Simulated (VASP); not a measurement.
Write the native input for VASP 6.6.1 that does the following.

| Property | Result |
| --- | --- |
| Task | single point |
| Functional | r2SCAN |
| Potentials or basis | VASP PAW PBE potentials, release 64 (P) |
| Cutoff | 520 eV |
| k mesh | 6 × 6 × 4 |
| Occupations | fermi-dirac, width 0.05 eV |
| Spin | no spin polarisation |
| Dipole correction | no |
| Further INCAR settings | ALGO = Normal; EDIFF = 1e-06; NBANDS = 18 |

The system is P.

```
P
1.0
     1.65383   -5.49841    0.00000
     1.65383    5.49841    0.00000
     0.00000    0.00000    4.54689
P
4
Direct
  0.09551 0.90449 0.91181
  0.59551 0.40449 0.58819
  0.90449 0.09551 0.08819
  0.40449 0.59551 0.41181
```

One way to write it, as run:

POSCAR

```
P
1.0
    1.6538346590     -5.4984059606      0.0000000000
    1.6538346590      5.4984059606      0.0000000000
    0.0000000000      0.0000000000      4.5468944061
P
4
Direct
    0.0955109276      0.9044890724      0.9118095445
    0.5955109276      0.4044890724      0.5881904555
    0.9044890724      0.0955109276      0.0881904555
    0.4044890724      0.5955109276      0.4118095445
```

INCAR.step1

```
PREC     = Accurate       # precision mode
ENCUT    = 520            # plane-wave cutoff, eV
ISMEAR   = -1             # smearing method
SIGMA    = 0.05           # smearing width, eV
LREAL    = False          # projectors in reciprocal space
LASPH    = True           # aspherical terms in the spheres
NELM     = 60             # most SCF steps
NBANDS   = 18             # bands
GGA      = PE             # functional
ALGO     = Normal         # electronic algorithm
EDIFF    = 1E-4           # SCF threshold, eV
LWAVE    = True           # write WAVECAR
LCHARG   = False          # write CHGCAR
```

INCAR.step2

```
PREC     = Accurate       # precision mode
ENCUT    = 520            # plane-wave cutoff, eV
EDIFF    = 1E-6           # SCF threshold, eV
ISMEAR   = -1             # smearing method
SIGMA    = 0.05           # smearing width, eV
LREAL    = False          # projectors in reciprocal space
LASPH    = True           # aspherical terms in the spheres
NELM     = 60             # most SCF steps
ALGO     = Normal         # electronic algorithm
ISIF     = 2              # what is computed and relaxed
LWAVE    = False          # write WAVECAR
LCHARG   = False          # write CHGCAR
METAGGA  = R2SCAN         # meta-GGA
LMIXTAU  = True         
NBANDS   = 18             # bands
ISTART   = 1
```

KPOINTS

```
regular mesh
0
Gamma
  6 6 4
```

Potentials or basis: VASP PAW PBE potentials, release 64 (P).

The run is started by

```sh
$ cat potpaw_PBE.64/P/POTCAR > POTCAR
$ cp INCAR.step1 INCAR
$ mpirun -np 1 vasp_std > vasp.out
$ cp INCAR.step2 INCAR
$ mpirun -np 1 vasp_std > vasp.out
```

Results of the run:

The pressure is -0.6 GPa and the largest force is 0.097 eV/Å. The band gap on the k mesh is 0.29 eV.

Caveat: the PAW data sets were made with another functional, which shifts forces and pressure a little.

It took 6.9 min on 1 thread of AMD EPYC 9755 128-Core Processor, with other jobs on the host, peak memory 0.27 GiB.
